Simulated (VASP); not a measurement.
Set up this calculation in VASP 6.6.1, as the native input.

* Task: electric field gradients
* Functional: PBEsol
* Potentials or basis: VASP PAW PBE potentials, release 64 (Sr_sv, O)
* Cutoff: 520 eV
* k mesh: 8 × 8 × 8
* Occupations: fermi-dirac, width 0.03 eV
* Spin: no spin polarisation
* Dipole correction: no
* Further INCAR settings: ALGO = Normal; EDIFF = 1e-08; NBANDS = 15

The structure of SrO lies in POSCAR:

```
SrO
1.0
    0.0000000000      2.5698000000      2.5441020000
    2.5698000000      0.0000000000      2.5441020000
    2.5698000000      2.5698000000      0.0000000000
Sr O
1 1
Direct
    0.0000000000      0.0000000000      0.0000000000
    0.5000000000      0.5000000000      0.5000000000
```

This cell differs from its parent crystal: zz strain of -1 %.

One way to write it, as run:

INCAR

```
SYSTEM = SrO
PREC = Accurate
ENCUT = 520
EDIFF = 1E-8
ISMEAR = -1
SIGMA = 0.03
LREAL = .FALSE.
LASPH = .TRUE.
NELM = 80
ALGO = Normal
ISIF = 2
LWAVE = .FALSE.
LCHARG = .FALSE.
GGA = PS
LEFG = .TRUE.
NBANDS = 15
```

KPOINTS

```
regular mesh
0
G
  8 8 8
  0 0 0
```

Potentials or basis: VASP PAW PBE potentials, release 64 (Sr_sv, O).

Command:

```bash
$ cat potpaw_PBE.64/Sr_sv/POTCAR potpaw_PBE.64/O/POTCAR > POTCAR
$ mpirun -np 1 vasp_std > vasp.out
```

It gave:

The pressure is 0.7 GPa. The band gap on the k mesh is 3.10 eV, indirect (least direct gap 3.21 eV).

Caveat: the cell differs from its parent crystal (zz strain of -1 %); without QUAD_EFG the Cq values of the log hold for a quadrupole moment of 1 mb, not for the nuclei; the PAW data sets were made with another functional, which shifts forces and pressure a little.

Run time: 21 s on 1 thread of Intel(R) Xeon(R) Platinum 8559C (Emerald Rapids), with other jobs on the host, peak memory 0.17 GiB.
